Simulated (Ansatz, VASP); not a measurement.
## W: VASP beside Ansatz

```xyz
2
Lattice="0.0000 2.8945 2.8945 2.8945 0.0000 2.8945 2.8945 2.8945 0.0000" Properties=species:S:1:pos:R:3 pbc="T T T"
W     0.0000    0.0000    0.0000
W     1.4473    1.4473    1.4473
```

Alike in both runs: task relaxation of cell and atoms; functional r2SCAN; k mesh 16 × 16 × 16; occupations gaussian, width 0.1 eV; no spin polarisation.

|  | VASP | Ansatz |
| --- | --- | --- |
| version | VASP 6.6.1 | Ansatz 0.2.0 |
| potentials or method | VASP PAW PBE potentials, release 64 (W_sv), cutoff 600 eV | scalar-relativistic, plane waves, PAW |
| valence electrons in the cell | 28 | 28 |

|  | VASP | Ansatz | Ansatz less VASP |
| --- | --- | --- | --- |
| gap on the k mesh at the Fermi level, each at its own relaxed structure (eV) | none | none | - |
| relaxed volume (Å³/atom) | 24.43 | 24.27 | -0.160 |
| relaxed length of the cell vector where the two differ most in proportion (Å) | 4.103 | 4.094 | -0.0090 |

VASP's potentials were made for PBE, not for r2SCAN. A gap of «none» marks a metal or a gap that the smearing closes.

Neither program's run includes spin-orbit coupling.
